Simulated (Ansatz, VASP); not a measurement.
This is a calculation of Al2Au for VASP 6.6.1.

The input POSCAR:

```
Al2Au
1.0
    0.0000000000      3.0198681287      3.0198681287
    3.0198681287      0.0000000000      3.0198681287
    3.0198681287      3.0198681287      0.0000000000
Au Al
1 2
Direct
    0.0000000000      0.0000000000      0.0000000000
    0.7500000000      0.7500000000      0.7500000000
    0.2500000000      0.2500000000      0.2500000000
```

The input INCAR.step1:

```
PREC = Accurate ; ENCUT = 520
ISMEAR = -1 ; SIGMA = 0.05
LREAL = False ; LASPH = True
NELM = 100 ; NBANDS = 16
GGA = PE ; ALGO = Normal
EDIFF = 1E-4 ; LWAVE = True
LCHARG = False
```

INCAR.step2

```
PREC = Accurate ; ENCUT = 520
EDIFF = 1E-7 ; ISMEAR = -1
SIGMA = 0.05 ; LREAL = False
LASPH = True ; NELM = 100
ALGO = Normal ; ISIF = 2
LWAVE = False ; LCHARG = False
METAGGA = R2SCAN ; LMIXTAU = True
NBANDS = 16 ; ISTART = 1
```

KPOINTS

```
regular mesh
0
Gamma
  8 8 8
```

Potentials or basis: VASP PAW PBE potentials, release 64 (Au, Al).

Command:

```bash
$ cat potpaw_PBE.64/Au/POTCAR potpaw_PBE.64/Al/POTCAR > POTCAR
$ cp INCAR.step1 INCAR
$ mpirun -np 1 vasp_std > vasp.out
$ cp INCAR.step2 INCAR
$ mpirun -np 1 vasp_std > vasp.out
```

Problem. Translate it to Ansatz 0.2.0. Potentials there: Ansatz PAW.

Solution. As run (the cutoff follows the program's own potentials):

Contents of input.yaml:

```yaml
crystal:
  lattice:
    - [0.0, 3.0198681287, 3.0198681287]
    - [3.0198681287, 0.0, 3.0198681287]
    - [3.0198681287, 3.0198681287, 0.0]
  atoms:
    - { symbol: Au, position: [0.0, 0.0, 0.0] }
    - { symbol: Al, position: [0.75, 0.75, 0.75] }
    - { symbol: Al, position: [0.25, 0.25, 0.25] }
hamiltonian:
  xc: r2scan
  pseudopotentials: { kind: paw }
kpoints:
  mp_grid: { grid: [8, 8, 8] }
scf:
  occupations: { method: fermi_dirac, width: 0.05 }
output:
  forces: true
  stress: true
  eigenvalues: true
```

Potentials or basis: Ansatz PAW.

Command:

```bash
$ ansatz run input.yaml --threads 2 --pin off --max-ram 5632MiB --backend cpu --events-out ev --progress --plain --runs-dir out
```

Both were run:

|  | VASP | Ansatz | Ansatz less VASP |
| --- | --- | --- | --- |
| gap on the k mesh at the Fermi level (eV) | none | none | - |
| pressure (GPa) | -2.1 | -1.8 | +0.32 |

VASP's potentials were made for PBE, not for r2SCAN. A gap of «none» marks a metal or a gap that the smearing closes. VASP's potentials hold 17 valence electrons a cell and Ansatz's 25, so a difference there can come from the potentials and not from the codes.

Neither program's run includes spin-orbit coupling.
